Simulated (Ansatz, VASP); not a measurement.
CdTe: VASP beside Ansatz

```
CELL_PARAMETERS angstrom
0.00000 3.27996 3.29635
3.27996 0.00000 3.29635
3.27996 3.27996 0.00000
ATOMIC_POSITIONS crystal
Cd 0.00000 0.00000 0.00000
Te 0.25000 0.25000 0.25000
```

Change from the starting cell: uniaxial_z strain +0.5%.

Alike in both runs: task single point; functional PBE; k mesh 6 × 6 × 6; occupations fermi-dirac, width 0.02 eV; no spin polarisation.

|  | VASP | Ansatz |
| --- | --- | --- |
| version | VASP 6.6.1 | Ansatz 0.2.0 |
| potentials or method | VASP PAW PBE potentials, release 64 (Cd, Te) | plane waves, PAW |
| plane-wave cutoff (eV) | 520 | 420 |
| valence electrons in the cell | 18 | 36 |

```tsv
	VASP	Ansatz	Ansatz less VASP
pressure (GPa)	0.9	0.8	-0.11
traceless stress, the component that is largest in VASP (GPa)	-0.05	-0.05	-0.001
```

With one functional, cell and mesh, what is left measures potentials, basis and numerics. VASP's potentials hold 18 valence electrons a cell and Ansatz's 36, so a difference there can come from the potentials and not from the codes.

Neither program's run includes spin-orbit coupling.
